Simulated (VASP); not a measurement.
A run of VASP 6.6.1 is set up as follows.

The input INCAR:

```
PREC = Accurate ; ENCUT = 520
EDIFF = 1E-6 ; ISMEAR = -1
SIGMA = 0.1 ; LREAL = False
LASPH = True ; NELM = 150
ALGO = Normal ; ISIF = 2
LWAVE = False ; LCHARG = False
ISPIN = 2 ; MAGMOM = 0
LORBIT = 11 ; NUPDOWN = 0.0
LMAXMIX = 4 ; GGA = PS
NBANDS = 15
```

File KPOINTS:

```
regular mesh
0
Gamma
  15 15 15
```

POSCAR

```
Ni
1.0
    0.0000000000      1.7716500000      1.7716500000
    1.7716500000      0.0000000000      1.7716500000
    1.7716500000      1.7716500000      0.0000000000
Ni
1
Direct
    0.0000000000      0.0000000000      0.0000000000
```

Potentials or basis: VASP PAW PBE potentials, release 64 (Ni).

Run with:

```console
$ cat potpaw_PBE.64/Ni/POTCAR > POTCAR
$ mpirun -np 1 vasp_std > vasp.out
```

What does it give for the pressure?

-13.8 GPa.

Caveat: the PAW data sets were made with another functional, which shifts forces and pressure a little; the total moment is fixed, so each spin has its own Fermi level.
